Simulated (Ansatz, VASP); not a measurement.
Two plane-wave programs on HfSnO4

```
CELL_PARAMETERS angstrom
3.59986 0.00000 0.00000
0.00000 3.59986 0.00000
0.00000 0.00000 5.42705
ATOMIC_POSITIONS crystal
Hf 0.00000 0.00000 0.00000
Sn 0.50000 0.50000 0.50000
O 0.00000 0.50000 0.68427
O 0.50000 0.00000 0.82180
O 0.50000 0.00000 0.31573
O 0.00000 0.50000 0.17820
```

Alike in both runs: task single point; functional PBE; k mesh 8 × 8 × 6; occupations gaussian, width 0.02 eV; no spin polarisation.

|  | VASP | Ansatz |
| --- | --- | --- |
| version | VASP 6.6.1 | Ansatz 0.2.0 |
| potentials or method | VASP PAW PBE potentials, release 64 (Hf_pv, Sn_d, O), cutoff 520 eV | scalar-relativistic, plane waves, PAW |
| valence electrons in the cell | 48 | 64 |

```csv
,VASP,Ansatz,Ansatz less VASP
gap on the k mesh at the Fermi level (eV),1.76,1.78,+0.017
least direct gap on the mesh (eV),1.87,1.88,+0.011
pressure (GPa),-1.2,0.0,+1.16
"traceless stress, the component that is largest in VASP (GPa)",-0.05,-0.01,+0.044
rms of the force components (eV/Å),0.056,0.003,-0.0529
```

Atom by atom the forces differ by 0.057 eV/Å (rms over components). The functional is the same, so the differences come from potentials, cutoffs and numerics. VASP's potentials hold 48 valence electrons a cell and Ansatz's 64, so a difference there can come from the potentials and not from the codes.

Neither program's run includes spin-orbit coupling.
